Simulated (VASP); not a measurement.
Wanted: the native input for a VASP 6.6.1 run.

```yaml
Task: single point
Functional: PBEsol
Potentials_or_basis: VASP PAW PBE potentials, release 64 (Hf_pv, Ge_d)
Cutoff: 520 eV
k_mesh: 8 × 8 × 8
Occupations: gaussian, width 0.05 eV
Spin: no spin polarisation
Dipole_correction: no
Further_INCAR_settings: ALGO = Normal; EDIFF = 1e-06; NBANDS = 34
```

The structure of HfGe3 lies in POSCAR:

```
HfGe3
1.0
    4.1893899931      0.0000000000      0.0000000000
    0.0000000000      4.1893899931      0.0000000000
    0.0000000000      0.0000000000      4.1893899931
Hf Ge
1 3
Direct
    0.0000000000      0.0000000000      0.0000000000
    0.0000000000      0.5000000000      0.5000000000
    0.5000000000      0.5000000000      0.0000000000
    0.5000000000      0.0000000000      0.5000000000
```

These files were run (other wordings do the same):

INCAR

```
PREC     = Accurate       # precision mode
ENCUT    = 520            # plane-wave cutoff, eV
EDIFF    = 1E-6           # SCF threshold, eV
ISMEAR   = 0              # smearing method
SIGMA    = 0.05           # smearing width, eV
LREAL    = False          # projectors in reciprocal space
LASPH    = True           # aspherical terms in the spheres
NELM     = 100            # most SCF steps
ALGO     = Normal         # electronic algorithm
ISIF     = 2              # what is computed and relaxed
LWAVE    = False          # write WAVECAR
LCHARG   = True           # write CHGCAR
GGA      = PS             # functional
LELF     = True           # ELF
LVHAR    = True         
NBANDS   = 34             # bands
```

KPOINTS

```
Automatic mesh
0
Gamma
  8 8 8
```

Potentials or basis: VASP PAW PBE potentials, release 64 (Hf_pv, Ge_d).

Run with:

```sh
$ cat potpaw_PBE.64/Hf_pv/POTCAR potpaw_PBE.64/Ge_d/POTCAR > POTCAR
$ mpirun -np 1 vasp_std > vasp.out
```

It gave:

```
Pressure               : -4.6 GPa
Band gap on the k mesh : zero (bands 26 and 27 overlap by 1.58 eV)
```

Caveat: the cell stands under tension; the PAW data sets were made with another functional, which shifts forces and pressure a little; spin-orbit coupling is left out, which moves the levels of the heavy elements.

Run time: 57 s on 1 thread of Intel(R) Xeon(R) 6975P-C (Granite Rapids), with other jobs on the host, peak memory 0.21 GiB.
